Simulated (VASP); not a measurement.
**ScMnS3: relaxation of cell and atoms with PBE**

ScMnS3:

```
Sc Mn S
1.0
     4.67136    0.00000    0.00000
     0.00000    4.67136    0.00000
     0.00000    0.00000    4.67136
Sc Mn S
1 1 3
Direct
  0.50000 0.50000 0.50000
  0.00000 0.00000 0.00000
  0.50000 0.00000 0.00000
  0.00000 0.50000 0.00000
  0.00000 0.00000 0.50000
```

```
Program                : VASP 6.6.1
Task                   : relaxation of cell and atoms
Functional             : PBE
Potentials or basis    : VASP PAW PBE potentials, release 64 (Sc_sv, Mn_pv, S)
Cutoff                 : 600 eV
k mesh                 : 4 × 4 × 4
Occupations            : gaussian, width 0.1 eV
Spin                   : collinear spin, ferromagnetic start
Starting moments       : [0.0, 4.0, 0.0, 0.0, 0.0] μB
Dipole correction      : no
Further INCAR settings : ALGO = Normal; EDIFF = 1e-06; IBRION = 2; EDIFFG = -0.04; NSW = 90; ISIF = 3
```

* Relaxed volume: 18.65 Å³/atom
* Relaxed cell: a = 4.534 Å, b = 4.534 Å, c = 4.534 Å, α = 90.00°, β = 90.00°, γ = 90.00°
* Space group after relaxing (to 0.05 Å): Pm-3m (No. 221)
* Energy gained by relaxing: 35.7 meV/atom
* Ionic steps: 3
* Pressure after relaxing: 0.0 GPa
* Net moment: 3.46 μB per cell
* Site moments: Sc +0.06; Mn +3.08; S +0.02 μB
* Valence electrons inside the program's atomic spheres: Sc 8.96; Mn 11.78; S 3.73

Step by step:
| step | energy change (eV) | largest force (eV/Å) | pressure (GPa) | volume (Å³) |
| --- | --- | --- | --- | --- |
| 1 | 0.0000 | 0.0000 | -6.14 | 101.94 |
| 2 | -0.1619 | 0.0000 | 2.23 | 90.84 |
| 3 | -0.1786 | 0.0000 | 0.05 | 93.23 |

Final structure:
```yaml
crystal:
  lattice:
    - [4.53440, 0.00000, 0.00000]
    - [0.00000, 4.53440, 0.00000]
    - [0.00000, 0.00000, 4.53440]
  atoms:
    - { symbol: Sc, position: [0.50000, 0.50000, 0.50000] }
    - { symbol: Mn, position: [0.00000, 0.00000, 0.00000] }
    - { symbol: S, position: [0.50000, 0.00000, 0.00000] }
    - { symbol: S, position: [0.00000, 0.50000, 0.00000] }
    - { symbol: S, position: [0.00000, 0.00000, 0.50000] }
```

Levels at points of the mesh, in eV from the Fermi level:
Spin up:
```
           k point  band 20  band 21  band 22  band 23  band 24  band 25  band 26  band 27
(0.00, 0.00, 0.00)    -1.90    -1.90    -0.92    -0.92    -0.92     0.05     0.05     0.27
(0.50, 0.00, 0.00)    -1.52    -1.52    -1.11    -1.11    -0.07     0.25     0.51     1.36
(0.50, 0.50, 0.00)    -1.43    -1.43    -1.15    -0.66     0.56     0.63     1.32     1.55
(0.50, 0.50, 0.50)    -0.16    -0.16    -0.16     0.50     0.50     0.50     0.57     0.64
```
Spin down:
| k point | band 17 | band 18 | band 19 | band 20 | band 21 | band 22 |
| --- | --- | --- | --- | --- | --- | --- |
| (0.00, 0.00, 0.00) | -0.87 | -0.87 | -0.87 | -0.77 | -0.77 | -0.77 |
| (0.50, 0.00, 0.00) | -3.11 | -1.45 | -1.45 | -0.47 | 0.33 | 0.45 |
| (0.50, 0.50, 0.00) | -3.00 | -3.00 | -0.54 | 0.37 | 0.48 | 0.72 |
| (0.50, 0.50, 0.50) | -0.02 | -0.02 | -0.02 | 0.57 | 0.57 | 0.57 |

It took 6.8 min on 1 thread of AMD EPYC 7R43 64-Core Processor (Zen 3) (shared host), peak memory 0.28 GiB.

Caveat: a cell with one magnetic atom can't hold antiferromagnetic order, which such compounds often take; semilocal functionals often make such compounds metallic where correlation or magnetic order opens a gap, which also shifts bond lengths. With open d or f shells a metallic result of PBE can be an artefact of self-interaction; +U or a hybrid may open a gap.
